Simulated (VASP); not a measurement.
# SnTe (Fm-3m) in VASP: further runs

Runs on SnTe. Level: r2SCAN. Tasks: single point.

Program: VASP 6.6.1. These are calculated values, not measurements. Logs are shortened: lines on timing, memory, paths and dates and some standing lists are left out, and cuts for length are marked.

## 1. The cell of the first run

It takes space group Fm-3m (No. 225, cubic). Conventional cell: a = 5.836 Å, b = 5.836 Å, c = 5.836 Å, α = 90.00°, β = 90.00°, γ = 90.00°. Within 3.8 Å of Sn (site symmetry m-3m) lie 6 Te at 2.92 Å. Te (site symmetry m-3m) has 6 Sn at 2.92 Å within 3.8 Å.

## 2. Single point, r2SCAN

POSCAR reads:

```
SnTe
1.0
    4.1268173165      0.0000000000      0.0000000000
    2.0634086582      3.5739286328      0.0000000000
    2.0634086582      1.1913095443      3.3695322290
Sn Te
1 1
Direct
    0.0000000000      0.0000000000      0.0000000000
    0.5000000000      0.5000000000      0.5000000000
```

INCAR.step1 reads:

```
SYSTEM = SnTe
PREC = Accurate
ENCUT = 520
ISMEAR = 0
SIGMA = 0.1
LREAL = .FALSE.
LASPH = .TRUE.
NELM = 60
NBANDS = 17
GGA = PE
ALGO = Normal
EDIFF = 1E-4
LWAVE = .TRUE.
LCHARG = .FALSE.
```

INCAR.step2 reads:

```
SYSTEM = SnTe
PREC = Accurate
ENCUT = 520
EDIFF = 1E-6
ISMEAR = 0
SIGMA = 0.1
LREAL = .FALSE.
LASPH = .TRUE.
NELM = 60
ALGO = Normal
ISIF = 2
LWAVE = .FALSE.
LCHARG = .TRUE.
METAGGA = R2SCAN
LMIXTAU = .TRUE.
LELF = .TRUE.
LVHAR = .TRUE.
NBANDS = 17
ISTART = 1
```

KPOINTS reads:

```
regular mesh
0
G
  6 6 6
  0 0 0
```

Potentials or basis: VASP PAW PBE potentials, release 64 (Sn_d, Te).

On the command line:

```bash
$ cat potpaw_PBE.64/Sn_d/POTCAR potpaw_PBE.64/Te/POTCAR > POTCAR
$ cp INCAR.step1 INCAR
$ mpirun -np 1 vasp_std > vasp.out
$ cp INCAR.step2 INCAR
$ mpirun -np 1 vasp_std > vasp.out
```

OUTCAR:

```text
SYSTEM = SnTe
   PREC = Accurate
   ENCUT = 520
   EDIFF = 1E-6
   ISMEAR = 0
   LREAL = .FALSE.
   LASPH = .TRUE.
   NELM = 60
   ISIF = 2
   METAGGA = R2SCAN
   ISTART = 1

 ion  position               nearest neighbor table
   1  0.000  0.000  0.000-   2 2.92   2 2.92   2 2.92   2 2.92   2 2.92   2 2.92
   2  0.500  0.500  0.500-   1 2.92   1 2.92   1 2.92   1 2.92   1 2.92   1 2.92

  LATTYP: Found a face centered cubic cell.
 ALAT       =     5.8362010183

  Lattice vectors:

 A1 = (   4.1268173165,   0.0000000000,   0.0000000000)
 A2 = (   2.0634086582,   3.5739286328,   0.0000000000)
 A3 = (   2.0634086582,   1.1913095443,   3.3695322290)

Analysis of symmetry for initial positions (statically):
=====================================================================
 Subroutine PRICEL returns:
 Original cell was already a primitive cell.

 Routine SETGRP: Setting up the symmetry group for a
 face centered cubic supercell.

 Subroutine GETGRP returns: Found 48 space group operations
 (whereof 48 operations were pure point group operations)
 out of a pool of 48 trial point group operations.

The static configuration has the point symmetry O_h .

Analysis of symmetry for dynamics (positions and initial velocities):
=====================================================================
 Subroutine PRICEL returns:
 Original cell was already a primitive cell.

 Routine SETGRP: Setting up the symmetry group for a
 face centered cubic supercell.

 Subroutine GETGRP returns: Found 48 space group operations
 (whereof 48 operations were pure point group operations)
 out of a pool of 48 trial point group operations.

The dynamic configuration has the point symmetry O_h .

 Subroutine INISYM returns: Found 48 space group operations
 (whereof 48 operations are pure point group operations),
 and found     1 'primitive' translations

----------------------------------------------------------------------------------------

                                     Primitive cell

  volume of cell :      49.6971

  direct lattice vectors                    reciprocal lattice vectors
     4.126817317  0.000000000  0.000000000     0.242317487 -0.139902066 -0.098925700
     2.063408658  3.573928633  0.000000000     0.000000000  0.279804132 -0.098925700
     2.063408658  1.191309544  3.369532229     0.000000000  0.000000000  0.296777099

  length of vectors
     4.126817317  4.126817316  4.126817316     0.296777099  0.296777099  0.296777099

  position of ions in fractional coordinates (direct lattice)
     0.000000000  0.000000000  0.000000000
     0.500000000  0.500000000  0.500000000

  ion indices of the primitive-cell ions
   primitive index   ion index
                 1           1
                 2           2

----------------------------------------------------------------------------------------

 KPOINTS: regular mesh

Automatic generation of k-mesh.
 Grid dimensions read from file:
 generate k-points for:    6    6    6

 Generating k-lattice:

  Cartesian coordinates                     Fractional coordinates (reciprocal lattice)
     0.040386248 -0.023317011 -0.016487617     0.166666667  0.000000000 -0.000000000
     0.000000000  0.046634022 -0.016487617     0.000000000  0.166666667 -0.000000000
     0.000000000  0.000000000  0.049462850     0.000000000  0.000000000  0.166666667

  Length of vectors
     0.049462850  0.049462850  0.049462850

  Shift w.r.t. Gamma in fractional coordinates (k-lattice)
     0.000000000  0.000000000  0.000000000

 Subroutine IBZKPT returns following result:
 ===========================================

 Found     16 irreducible k-points:

 Following reciprocal coordinates:
            Coordinates               Weight
  0.000000  0.000000  0.000000      1.000000
  0.166667  0.000000  0.000000      8.000000
  0.333333  0.000000  0.000000      8.000000
  0.500000  0.000000 -0.000000      4.000000
  0.166667  0.166667 -0.000000      6.000000
  0.333333  0.166667 -0.000000     24.000000
[... 8 lines left out ...]
 -0.333333  0.333333  0.166667     24.000000
 -0.333333  0.500000  0.166667     12.000000
   k-points           NKPTS =     16   k-points in BZ     NKDIM =     16   number of bands    NBANDS=     17
   number of dos      NEDOS =    301   number of ions     NIONS =      2
   total plane-waves  NPLWV =  32768
   dimension x,y,z NGX =    32 NGY =   32 NGZ =   32
   dimension x,y,z NGXF=    64 NGYF=   64 NGZF=   64
   ions per type =               1   1
   NGX,Y,Z   is equivalent  to a cutoff of  12.89, 12.89, 12.89 a.u.
   NGXF,Y,Z  is equivalent  to a cutoff of  25.78, 25.78, 25.78 a.u.
 SYSTEM =  SnTe
   PREC   = accura    normal or accurate (medium, high low for compatibility)
   ISTART =      1    job   : 0-new  1-cont  2-samecut
   ICHARG =      0    charge: 1-file 2-atom 10-const
   ISPIN  =      1    spin polarized calculation?
   LNONCOLLINEAR =      F non collinear calculations
   LSORBIT =      F    spin-orbit coupling
   LASPH  =      T    aspherical Exc in radial PAW
   ENCUT  =  520.0 eV  38.22 Ry    6.18 a.u.   7.67  7.67  7.67*2*pi/ulx,y,z
   NELM   =     60;   NELMIN=  2; NELMDL=  0     # of ELM steps
   EDIFF  = 0.1E-05   stopping-criterion for ELM
   LREAL  =      F    real-space projection
   EDIFFG = 0.1E-04   stopping-criterion for IOM
   NSW    =      0    number of steps for IOM
   IBRION =     -1    ionic relax: 0-MD 1-quasi-New 2-CG
   NFREE  =      0    steps in history (QN), initial steepest desc. (CG)
   ISIF   =      2    stress and relaxation
   ISYM   =      2    0-nonsym 1-usesym 2-fastsym
   POTIM  = 0.5000    time-step for ionic-motion
   TEBEG  =    0.0;   TEEND  =   0.0 temperature during run
   PSTRESS=    0.0 pullay stress
   NELECT =      20.0000    total number of electrons
   NUPDOWN=      -1.0000    fix difference up-down
   EMIN   =  10.00;   EMAX   =-10.00  energy-range for DOS
   EFERMI =   0.00;   METHOD = LEGACY
   ISMEAR =     0;   SIGMA  =   0.10  broadening in eV -4-tet -1-fermi 0-gaus
   EFERMI_NEDOS =   21; number of points for ismear=-14 and -15
   IALGO  =     38    algorithm
   IMIX   =      4    mixing-type and parameters
     AMIX     =   0.40;   BMIX     =  1.00
     AMIX_MAG =   1.60;   BMIX_MAG =  1.00
  volume/ion in A,a.u.               =      24.85       167.69
  Fermi-wavevector in a.u.,A,eV,Ry     =   1.208670  2.284056 19.876538  1.460884
  Thomas-Fermi vector in A             =   2.344271
   LORBIT       =      0    0 simple, 1 ext, 2 COOP (PROOUT), +10 PAW based schemes
   METAGGA = R2SCAN    functional components
   LHFCALC =     F    Hartree Fock is set to
   AEXX    =    0.0000 exact exchange contribution
   IVDW    =     0    specifies the selected vdW correction
   LEPSILON=     F    determine dielectric tensor
   LRPA    =     F    only Hartree local field effects (RPA)
 non-spin polarized calculation
 Gauss-broadening in eV      SIGMA  =   0.10
  energy-cutoff  :      520.00
  volume of cell :       49.70
 maximum number of plane-waves:      1363
 NGX is ok and might be reduce to    32
   NGX = 15   NGY = 15   NGZ = 15

 number of electron      19.9999992 magnetization

 Free energy of the ion-electron system (eV)
  ---------------------------------------------------
  ext. energy  EPLUGINS =         0.00000000
  ---------------------------------------------------
  free energy    TOTEN  =       -49.92468113 eV

  energy without entropy =      -49.92179977  energy(sigma->0) =      -49.92324045

 E-fermi :  10.4592     XC(G=0): -11.2382

 val. band max:       10.2606790169   @ k =   0.5000   0.0000  -0.0000
 cond. band min:      10.4895455823   @ k =  -0.1667   0.1667  -0.0000
 fundamental gap:      0.2288665654
 Fermi energy:        10.4592399306

 k-point     1 :       0.0000    0.0000    0.0000
  band No.  band energies     occupation
      1     -12.7375      2.00000
      2     -12.7375      2.00000
      3     -12.7035      2.00000
      4     -12.7035      2.00000
      5     -12.7035      2.00000
      6      -5.2861      2.00000
[... 9 lines left out ...]
     16      14.7470      0.00000
     17      16.8008      0.00000

 k-point     2 :       0.1667    0.0000    0.0000
  band No.  band energies     occupation
      1     -12.7419      2.00000
      2     -12.7419      2.00000
      3     -12.7029      2.00000
      4     -12.6994      2.00000
      5     -12.6994      2.00000
      6      -4.9509      2.00000
[... 9 lines left out ...]
     16      15.4506      0.00000
     17      19.0649      0.00000

 k-point     3 :       0.3333    0.0000    0.0000
  band No.  band energies     occupation
      1     -12.7520      2.00000
      2     -12.7520      2.00000
      3     -12.7019      2.00000
      4     -12.6899      2.00000
      5     -12.6899      2.00000
      6      -4.0288      2.00000
[... 9 lines left out ...]
     16      17.3055      0.00000
     17      23.2190      0.00000

 k-point     4 :       0.5000    0.0000   -0.0000
  band No.  band energies     occupation
      1     -12.7573      2.00000
      2     -12.7572      2.00000
      3     -12.7015      2.00000
      4     -12.6848      2.00000
      5     -12.6848      2.00000
      6      -3.2333      2.00000
[... 9 lines left out ...]
     16      19.6395      0.00000
     17      20.5225      0.00000
[... 183 lines left out ...]
      1     -12.7769      2.00000
      2     -12.7407      2.00000
      3     -12.7035      2.00000
      4     -12.6863      2.00000
      5     -12.6813      2.00000
      6      -3.2810      2.00000
[... 9 lines left out ...]
     16      19.2510      0.00000
     17      20.3613      0.00000

 k-point    15 :      -0.3333    0.3333    0.1667
  band No.  band energies     occupation
      1     -12.7791      2.00000
      2     -12.7454      2.00000
      3     -12.6957      2.00000
      4     -12.6926      2.00000
      5     -12.6770      2.00000
      6      -2.6642      2.00000
[... 9 lines left out ...]
     16      20.9851      0.00000
     17      21.2191      0.00000

 k-point    16 :      -0.3333    0.5000    0.1667
  band No.  band energies     occupation
      1     -12.7930      2.00000
      2     -12.7362      2.00000
      3     -12.7053      2.00000
      4     -12.6841      2.00000
      5     -12.6727      2.00000
      6      -2.4676      2.00000
[... 9 lines left out ...]
     16      21.8710      0.00000
     17      22.4483      0.00000

------------------------ aborting loop because EDIFF is reached ----------------------------------------

  FORCE on cell =-STRESS in cart. coord.  units (eV):
  Direction    XX          YY          ZZ          XY          YZ          ZX
  --------------------------------------------------------------------------------------
  -------------------------------------------------------------------------------------
  Total        6.2330244      6.2330244      6.2330244     -0.0000000      0.0000000     -0.0000000
  in kB      200.9456804    200.9456804    200.9456804     -0.0000000      0.0000000     -0.0000000
  external PRESSURE =     200.9456804 kB  Pullay stress =       0.0000000 kB

 VOLUME and BASIS-vectors are now :
 -----------------------------------------------------------------------------
  energy-cutoff  :      520.00
  volume of cell :       49.70
      direct lattice vectors                 reciprocal lattice vectors
     4.126817317  0.000000000  0.000000000     0.242317487 -0.139902066 -0.098925700
     2.063408658  3.573928633  0.000000000     0.000000000  0.279804132 -0.098925700
     2.063408658  1.191309544  3.369532229     0.000000000  0.000000000  0.296777099

 POSITION                                       TOTAL-FORCE (eV/Angst)
 -----------------------------------------------------------------------------------
      0.00000      0.00000      0.00000         0.000000     -0.000000      0.000000
      4.12682      2.38262      1.68477        -0.000000      0.000000      0.000000
 -----------------------------------------------------------------------------------
    total drift:                               -0.000000      0.000000      0.000000

  FREE ENERGIE OF THE ION-ELECTRON SYSTEM (eV)
  ---------------------------------------------------
  free  energy   TOTEN  =       -49.9246811325 eV

  energy  without entropy=      -49.9217997717  energy(sigma->0) =      -49.92324045
```

Wall time 29 s (1 thread of Intel Xeon Platinum 8375C at 2.90GHz (Ice Lake), shared host); peak memory 0.18 GiB.

Results:

```
Free energy            : -49.9247 eV
Pressure               : 20.1 GPa
Band gap on the k mesh : zero (band 10 reaches 10.49 eV, above the bottom of band 11 at 10.09 eV)
```

Caveat: the PAW data sets were made with another functional, which shifts forces and pressure a little; spin-orbit coupling is left out, which moves the levels of the heavy elements.

(Part 1 of 2 ends here.)
